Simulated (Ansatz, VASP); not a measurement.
**CaB3F4 in VASP and in Ansatz**

The input INCAR:

```
PREC = Accurate
ENCUT = 520
EDIFF = 1E-6
ISMEAR = 0
SIGMA = 0.1
LREAL = F
LASPH = T
NELM = 150
ALGO = Normal
ISIF = 2
LWAVE = F
LCHARG = T
ISPIN = 2
MAGMOM = 0 0 0 0 1 1 1 1
LORBIT = 11
GGA = PE
LELF = T
LVHAR = T
NBANDS = 38
```

KPOINTS

```
regular mesh
0
Gamma
  4 4 4
```

POSCAR

```
CaB3F4
1.0
   -2.8918202353      2.8918202353      2.8918202353
    2.8918202353     -2.8918202353      2.8918202353
    2.8918202353      2.8918202353     -2.8918202353
Ca B F
1 3 4
Direct
    0.0000000000      0.0000000000      0.0000000000
    0.5000000000      0.5000000000      0.0000000000
    0.5000000000      0.0000000000      0.5000000000
    0.0000000000      0.5000000000      0.5000000000
    0.5000000000      0.5000000000      0.5000000000
    0.0000000000      0.0000000000      0.5000000000
    0.0000000000      0.5000000000      0.0000000000
    0.5000000000      0.0000000000      0.0000000000
```

Input for Ansatz:

```yaml
crystal:
  lattice:
    - [-2.8918202353, 2.8918202353, 2.8918202353]
    - [2.8918202353, -2.8918202353, 2.8918202353]
    - [2.8918202353, 2.8918202353, -2.8918202353]
  atoms:
    - { symbol: Ca, position: [0.0, 0.0, 0.0] }
    - { symbol: B, position: [0.5, 0.5, 0.0] }
    - { symbol: B, position: [0.5, 0.0, 0.5] }
    - { symbol: B, position: [0.0, 0.5, 0.5] }
    - { symbol: F, position: [0.5, 0.5, 0.5], spin: 1.0 }
    - { symbol: F, position: [0.0, 0.0, 0.5], spin: 1.0 }
    - { symbol: F, position: [0.0, 0.5, 0.0], spin: 1.0 }
    - { symbol: F, position: [0.5, 0.0, 0.0], spin: 1.0 }
basis:
  ecutwfc: 420
kpoints:
  mp_grid: { grid: [4, 4, 4] }
hamiltonian:
  xc: pbe
scf:
  occupations: { method: gaussian, width: 0.1 }
  lower_state_search: "off"
output:
  forces: true
  stress: true
  eigenvalues: true
  populations: true
magnetization:
  spin_polarized: true
```

Alike in both runs: task single point; functional PBE; k mesh 4 × 4 × 4; occupations gaussian, width 0.1 eV; collinear spin.

|  | VASP | Ansatz |
| --- | --- | --- |
| version | VASP 6.6.1 | Ansatz 0.2.0 |
| potentials or method | VASP PAW PBE potentials, release 64 (Ca_sv, B, F), cutoff 520 eV | scalar-relativistic, plane waves, PAW |
| valence electrons in the cell | 47 | 47 |

|  | VASP | Ansatz | Ansatz less VASP |
| --- | --- | --- | --- |
| gap on the k mesh at the Fermi level (eV) | none | none | - |
| pressure (GPa) | -0.1 | 0.0 | +0.09 |
| net moment per atom (μB) | 0.00 | 0.00 | 0.000 |

A gap of «none» marks a metal or a gap that the smearing closes. The functional is the same, so the differences come from potentials, cutoffs and numerics. Ansatz's warnings: seeded moment not kept.

The k mesh is coarse, so the values compare programs but aren't converged.
